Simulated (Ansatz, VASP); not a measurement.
**KBr: VASP beside Ansatz**

```
K Br
1.0
     4.04350    0.00000    0.00000
     0.00000    4.04350    0.00000
     0.00000    0.00000    4.04350
K Br
1 1
Direct
  0.00000 0.00000 0.00000
  0.50000 0.57728 0.50000
```

Change from the starting cell: all Br atoms moved +0.312 Å, as atom 2 along Cartesian [0 1 0].

Alike in both runs: task single point; functional LDA; k mesh 6 × 6 × 6; occupations gaussian, width 0.05 eV; no spin polarisation.

|  | VASP | Ansatz |
| --- | --- | --- |
| version | VASP 6.6.1 | Ansatz 0.2.0 |
| potentials or method | VASP PAW LDA potentials, release 64 (K_sv, Br), cutoff 520 eV | scalar-relativistic, plane waves, PAW |
| valence electrons in the cell | 16 | 16 |

```tsv
	VASP	Ansatz	Ansatz less VASP
gap on the k mesh at the Fermi level (eV)	3.51	3.50	-0.009
least direct gap on the mesh (eV)	3.78	3.77	-0.010
pressure (GPa)	-2.2	-2.2	-0.04
rms of the force components (eV/Å)	0.058	0.055	-0.0033
```

LDA's correlation is that of Perdew and Zunger in VASP and of Perdew and Wang (1992) in Ansatz. Atom by atom the forces differ by 0.003 eV/Å (rms over components).
